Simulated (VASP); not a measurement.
# TiSi16 (a cell with a defect) in VASP: notebook

The runs below take TiSi16 (a cell with a defect) through single point, with PBE.

Program: VASP 6.6.1. These are calculated values, not measurements. Logs are shortened: lines on timing, memory, paths and dates and some standing lists are left out, and cuts for length are marked.

## (1) The cell of the first run

The cell holds a defect, 17 atoms: a = 7.679 Å, b = 7.679 Å, c = 7.679 Å, α = 60.00°, β = 60.00°, γ = 60.00°.

## (2) Single point, PBE

INCAR

```
PREC = Accurate ; ENCUT = 520
EDIFF = 1E-6 ; ISMEAR = 0
SIGMA = 0.02 ; LREAL = Auto
LASPH = True ; NELM = 60
ALGO = Normal ; ISIF = 2
LWAVE = False ; LCHARG = True
GGA = PE ; LELF = True
LVHAR = True ; NBANDS = 52
```

KPOINTS

```
regular mesh
0
Gamma
  2 2 2
```

POSCAR

```
TiSi16
1.0
    0.0000000000      5.4300000000      5.4300000000
    5.4300000000      0.0000000000      5.4300000000
    5.4300000000      5.4300000000      0.0000000000
Si Ti
16 1
Direct
   -0.0017172591     -0.0054830086     -0.0015522157
    0.1250978190      0.1251218196      0.1253535230
    0.0011986542      0.0001577293      0.4991351599
    0.1344928326      0.1242915825      0.6154836052
   -0.0015998183      0.5094014067     -0.0014358713
    0.1176733785      0.6328762653      0.1175149459
    0.0154886975      0.5018185177      0.4812790501
    0.1341351883      0.6264268905      0.6157256563
    0.4988894878      0.0001312703      0.0015271839
    0.6153763294      0.1241594315      0.1347846952
    0.5056615684     -0.0017030615      0.5059447369
    0.6299983642      0.1204255391      0.6303341429
    0.4813447634      0.5016686168      0.0157054955
    0.6156210505      0.6263970928      0.1343744133
    0.5053931023      0.4912550726      0.5056396393
    0.6262858148      0.6239859288      0.6264007672
    0.8712631265      0.3790492066      0.8713210725
```

Potentials or basis: VASP PAW PBE potentials, release 64 (Si, Ti_sv).

Run with:

```sh
cat potpaw_PBE.64/Si/POTCAR potpaw_PBE.64/Ti_sv/POTCAR > POTCAR
mpirun -np 1 vasp_std > vasp.out
```

OUTCAR:

```text
PREC = Accurate
   ENCUT = 520
   EDIFF = 1E-6
   ISMEAR = 0
   LREAL = Auto
   LASPH = True
   NELM = 60
   ISIF = 2
   GGA = PE

 ion  position               nearest neighbor table
   1  0.998  0.995  0.998-   6 2.27  10 2.40   4 2.40   2 2.41  17 2.41
   2  0.125  0.125  0.125-   3 2.34   9 2.34   5 2.41   1 2.41  17 2.76
   3  0.001  0.000  0.499-  12 2.33   2 2.34   8 2.34   4 2.34
   4  0.134  0.124  0.615-  11 2.33   3 2.34   7 2.37   1 2.40  17 2.77
   5  0.998  0.509  0.999-   6 2.27  14 2.40   8 2.40   2 2.41  17 2.41
   6  0.118  0.633  0.118-   1 2.27   5 2.27  13 2.28   7 2.28
   7  0.015  0.502  0.481-   6 2.28   4 2.37   8 2.37  16 2.44  17 2.45
   8  0.134  0.626  0.616-  15 2.33   3 2.34   7 2.37   5 2.40  17 2.77
   9  0.499  0.000  0.002-  12 2.33   2 2.34  14 2.34  10 2.34
  10  0.615  0.124  0.135-  11 2.33   9 2.34  13 2.37   1 2.40  17 2.77
  11  0.506  0.998  0.506-  12 2.33  10 2.33   4 2.33  16 2.35
  12  0.630  0.120  0.630-  15 2.33  11 2.33   9 2.33   3 2.33
  13  0.481  0.502  0.016-   6 2.28  10 2.37  14 2.37  16 2.44  17 2.45
  14  0.616  0.626  0.134-  15 2.33   9 2.34  13 2.37   5 2.40  17 2.77
  15  0.505  0.491  0.506-  12 2.33   8 2.33  14 2.33  16 2.35
  16  0.626  0.624  0.626-  11 2.35  15 2.35   7 2.44  13 2.44  17 2.66
  17  0.871  0.379  0.871-   1 2.41   5 2.41  13 2.45   7 2.45  16 2.66   2 2.76   8 2.77  14 2.77
                             4 2.77  10 2.77

  LATTYP: Found a face centered cubic cell.
 ALAT       =    10.8600000000

  Lattice vectors:

 A1 = (   0.0000000000,   5.4300000000,   5.4300000000)
 A2 = (   5.4300000000,   0.0000000000,   5.4300000000)
 A3 = (   5.4300000000,   5.4300000000,   0.0000000000)

Analysis of symmetry for initial positions (statically):
=====================================================================
 Subroutine PRICEL returns:
 Original cell was already a primitive cell.

 Routine SETGRP: Setting up the symmetry group for a
 face centered cubic supercell.

 Subroutine GETGRP returns: Found  1 space group operations
 (whereof  1 operations were pure point group operations)
 out of a pool of 48 trial point group operations.

The static configuration has the point symmetry C_1 .

Analysis of symmetry for dynamics (positions and initial velocities):
=====================================================================
 Subroutine PRICEL returns:
 Original cell was already a primitive cell.

 Routine SETGRP: Setting up the symmetry group for a
 face centered cubic supercell.

 Subroutine GETGRP returns: Found  1 space group operations
 (whereof  1 operations were pure point group operations)
 out of a pool of 48 trial point group operations.

The dynamic configuration has the point symmetry C_1 .

 Subroutine INISYM returns: Found  1 space group operations
 (whereof  1 operations are pure point group operations),
 and found     1 'primitive' translations

----------------------------------------------------------------------------------------

                                     Primitive cell

  volume of cell :     320.2060

  direct lattice vectors                    reciprocal lattice vectors
     0.000000000  5.430000000  5.430000000    -0.092081031  0.092081031  0.092081031
     5.430000000  0.000000000  5.430000000     0.092081031 -0.092081031  0.092081031
     5.430000000  5.430000000  0.000000000     0.092081031  0.092081031 -0.092081031

  length of vectors
     7.679179644  7.679179644  7.679179644     0.159489025  0.159489025  0.159489025

  position of ions in fractional coordinates (direct lattice)
     0.998282741  0.994516991  0.998447784
     0.125097819  0.125121820  0.125353523
     0.001198654  0.000157729  0.499135160
     0.134492833  0.124291582  0.615483605
     0.998400182  0.509401407  0.998564129
     0.117673379  0.632876265  0.117514946
[... 9 lines left out ...]
     0.626285815  0.623985929  0.626400767
     0.871263126  0.379049207  0.871321073

  ion indices of the primitive-cell ions
   primitive index   ion index
                 1           1
                 2           2
                 3           3
                 4           4
                 5           5
                 6           6
[... 9 lines left out ...]
                16          16
                17          17

----------------------------------------------------------------------------------------

 KPOINTS: regular mesh

Automatic generation of k-mesh.
 Grid dimensions read from file:
 generate k-points for:    2    2    2

 Generating k-lattice:

  Cartesian coordinates                     Fractional coordinates (reciprocal lattice)
    -0.046040516  0.046040516  0.046040516     0.500000000  0.000000000  0.000000000
     0.046040516 -0.046040516  0.046040516     0.000000000  0.500000000  0.000000000
     0.046040516  0.046040516 -0.046040516     0.000000000  0.000000000  0.500000000

  Length of vectors
     0.079744512  0.079744512  0.079744512

  Shift w.r.t. Gamma in fractional coordinates (k-lattice)
     0.000000000  0.000000000  0.000000000

 Subroutine IBZKPT returns following result:
 ===========================================

 Found      8 irreducible k-points:

 Following reciprocal coordinates:
            Coordinates               Weight
  0.000000  0.000000  0.000000      1.000000
  0.500000  0.000000  0.000000      1.000000
  0.000000  0.500000  0.000000      1.000000
  0.000000  0.000000  0.500000      1.000000
  0.500000  0.500000  0.500000      1.000000
  0.500000  0.500000  0.000000      1.000000
  0.000000  0.500000  0.500000      1.000000
  0.500000  0.000000  0.500000      1.000000
   k-points           NKPTS =      8   k-points in BZ     NKDIM =      8   number of bands    NBANDS=     52
   number of dos      NEDOS =    301   number of ions     NIONS =     17
   total plane-waves  NPLWV = 216000
   dimension x,y,z NGX =    60 NGY =   60 NGZ =   60
   dimension x,y,z NGXF=   120 NGYF=  120 NGZF=  120
   ions per type =              16   1
   NGX,Y,Z   is equivalent  to a cutoff of  12.99, 12.99, 12.99 a.u.
   NGXF,Y,Z  is equivalent  to a cutoff of  25.98, 25.98, 25.98 a.u.
 SYSTEM =  unknown system
   PREC   = accura    normal or accurate (medium, high low for compatibility)
   ISTART =      0    job   : 0-new  1-cont  2-samecut
   ICHARG =      2    charge: 1-file 2-atom 10-const
   ISPIN  =      1    spin polarized calculation?
   LNONCOLLINEAR =      F non collinear calculations
   LSORBIT =      F    spin-orbit coupling
   LASPH  =      T    aspherical Exc in radial PAW
   ENCUT  =  520.0 eV  38.22 Ry    6.18 a.u.  14.28 14.28 14.28*2*pi/ulx,y,z
   NELM   =     60;   NELMIN=  2; NELMDL= -5     # of ELM steps
   EDIFF  = 0.1E-05   stopping-criterion for ELM
   LREAL  =      T    real-space projection
   EDIFFG = 0.1E-04   stopping-criterion for IOM
   NSW    =      0    number of steps for IOM
   IBRION =     -1    ionic relax: 0-MD 1-quasi-New 2-CG
   NFREE  =      0    steps in history (QN), initial steepest desc. (CG)
   ISIF   =      2    stress and relaxation
   ISYM   =      2    0-nonsym 1-usesym 2-fastsym
   POTIM  = 0.5000    time-step for ionic-motion
   TEBEG  =    0.0;   TEEND  =   0.0 temperature during run
   PSTRESS=    0.0 pullay stress
   NELECT =      76.0000    total number of electrons
   NUPDOWN=      -1.0000    fix difference up-down
   EMIN   =  10.00;   EMAX   =-10.00  energy-range for DOS
   EFERMI =   0.00;   METHOD = LEGACY
   ISMEAR =     0;   SIGMA  =   0.02  broadening in eV -4-tet -1-fermi 0-gaus
   EFERMI_NEDOS =   21; number of points for ismear=-14 and -15
   IALGO  =     38    algorithm
   IMIX   =      4    mixing-type and parameters
     AMIX     =   0.40;   BMIX     =  1.00
     AMIX_MAG =   1.60;   BMIX_MAG =  1.00
  volume/ion in A,a.u.               =      18.84       127.11
  Fermi-wavevector in a.u.,A,eV,Ry     =   1.013607  1.915439 13.978610  1.027399
  Thomas-Fermi vector in A             =   2.146786
   LORBIT       =      0    0 simple, 1 ext, 2 COOP (PROOUT), +10 PAW based schemes
   GGA     = PE    functional components
   LHFCALC =     F    Hartree Fock is set to
   AEXX    =    0.0000 exact exchange contribution
   IVDW    =     0    specifies the selected vdW correction
   LEPSILON=     F    determine dielectric tensor
   LRPA    =     F    only Hartree local field effects (RPA)
 non-spin polarized calculation
 Gauss-broadening in eV      SIGMA  =   0.02
  energy-cutoff  :      520.00
  volume of cell :      320.21
 maximum number of plane-waves:      8646
 NGX is ok and might be reduce to    60
   NGX = 29   NGY = 29   NGZ = 29

 number of electron      76.0000003 magnetization

 Free energy of the ion-electron system (eV)
  ---------------------------------------------------
  ext. energy  EPLUGINS =         0.00000000
  ---------------------------------------------------
  free energy    TOTEN  =       -92.20694157 eV

  energy without entropy =      -92.20421627  energy(sigma->0) =      -92.20557892

 E-fermi :   6.9257     XC(G=0):  -9.7493

 val. band max:        6.9152850079   @ k =   0.5000   0.0000   0.5000
 cond. band min:       6.9337672784   @ k =   0.0000   0.0000   0.0000
 fundamental gap:      0.0184822705
 Fermi energy:         6.9256934016

 k-point     1 :       0.0000    0.0000    0.0000
  band No.  band energies     occupation
      1     -49.8354      2.00000
      2     -26.2372      2.00000
      3     -26.1945      2.00000
      4     -26.1937      2.00000
      5      -5.7159      2.00000
      6      -3.5044      2.00000
[... 42 lines left out ...]
     49       8.2017      0.00000
     50       8.4556      0.00000

 k-point     2 :       0.5000    0.0000    0.0000
  band No.  band energies     occupation
      1     -49.8354      2.00000
      2     -26.2372      2.00000
      3     -26.1945      2.00000
      4     -26.1937      2.00000
      5      -5.0089      2.00000
      6      -4.7966      2.00000
[... 310 lines left out ...]
 k-point     8 :       0.5000    0.0000    0.5000
  band No.  band energies     occupation
      1     -49.8354      2.00000
      2     -26.2372      2.00000
      3     -26.1945      2.00000
      4     -26.1937      2.00000
      5      -4.6532      2.00000
      6      -4.6321      2.00000
[... 42 lines left out ...]
     49       9.8950      0.00000
     50      10.5927      0.00000
 [bands above 50 left out]

------------------------ aborting loop because EDIFF is reached ----------------------------------------

  FORCE on cell =-STRESS in cart. coord.  units (eV):
  Direction    XX          YY          ZZ          XY          YZ          ZX
  --------------------------------------------------------------------------------------
  -------------------------------------------------------------------------------------
  Total        7.9189925      8.6519446      7.9208940     -0.0207020     -0.0170580     -0.0613711
  in kB       39.6233355     43.2907219     39.6328495     -0.1035841     -0.0853509     -0.3070752
  external PRESSURE =      40.8489690 kB  Pullay stress =       0.0000000 kB

 VOLUME and BASIS-vectors are now :
 -----------------------------------------------------------------------------
  energy-cutoff  :      520.00
  volume of cell :      320.21
      direct lattice vectors                 reciprocal lattice vectors
     0.000000000  5.430000000  5.430000000    -0.092081031  0.092081031  0.092081031
     5.430000000  0.000000000  5.430000000     0.092081031 -0.092081031  0.092081031
     5.430000000  5.430000000  0.000000000     0.092081031  0.092081031 -0.092081031

 POSITION                                       TOTAL-FORCE (eV/Angst)
 -----------------------------------------------------------------------------------
     10.82180     10.84225     10.82090        -0.013917     -0.009139     -0.013708
      1.36008      1.35995      1.35869        -0.003008     -0.004128     -0.000488
      2.71116      2.71681      0.00737         0.006532     -0.004354     -0.001428
      4.01698      4.07237      1.40520         0.017055      0.003890     -0.012826
      8.18825     10.84352      8.18736         0.010693     -0.010765      0.010880
      4.07462      1.27707      4.07548        -0.000719      0.018106     -0.003717
[... 9 lines left out ...]
      6.78960      6.80209      6.78898        -0.002210     -0.005572     -0.002095
      6.78951      9.46223      6.78920        -0.000937     -0.002541     -0.001980
 -----------------------------------------------------------------------------------
    total drift:                               -0.006717      0.010675     -0.007419

  FREE ENERGIE OF THE ION-ELECTRON SYSTEM (eV)
  ---------------------------------------------------
  free  energy   TOTEN  =       -92.2069415689 eV

  energy  without entropy=      -92.2042162703  energy(sigma->0) =      -92.20557892
```

Run time: 2.6 min. Hardware: 1 thread of AMD EPYC 9R45 (Zen 5), shared host; peak memory 0.47 GiB.

What came out:

| Item | Value |
| --- | --- |
| Free energy | -92.2069 eV |
| Pressure | 4.1 GPa |
| Largest force | 0.022 eV/Å |
| Band gap on the k mesh | zero (bands 38 and 39 overlap by 0.37 eV) |

Forces in eV/Å, atoms in the order of the input:
```
Si  -0.014 -0.009 -0.014
Si  -0.003 -0.004  0.000
Si   0.007 -0.004 -0.001
Si   0.017  0.004 -0.013
Si   0.011 -0.011  0.011
Si  -0.001  0.018 -0.004
Si   0.006  0.007  0.003
Si   0.002  0.003 -0.010
Si  -0.001 -0.005  0.006
Si  -0.013  0.004  0.017
Si  -0.002  0.001 -0.001
Si  -0.001 -0.007 -0.001
Si   0.003  0.005  0.006
Si  -0.009  0.003  0.002
Si   0.003  0.004  0.004
Si  -0.002 -0.006 -0.002
Ti  -0.001 -0.003 -0.002
```

Caveat: the k points lie up to 0.50 Å⁻¹ apart.

(Continued in part 2 of 2.)
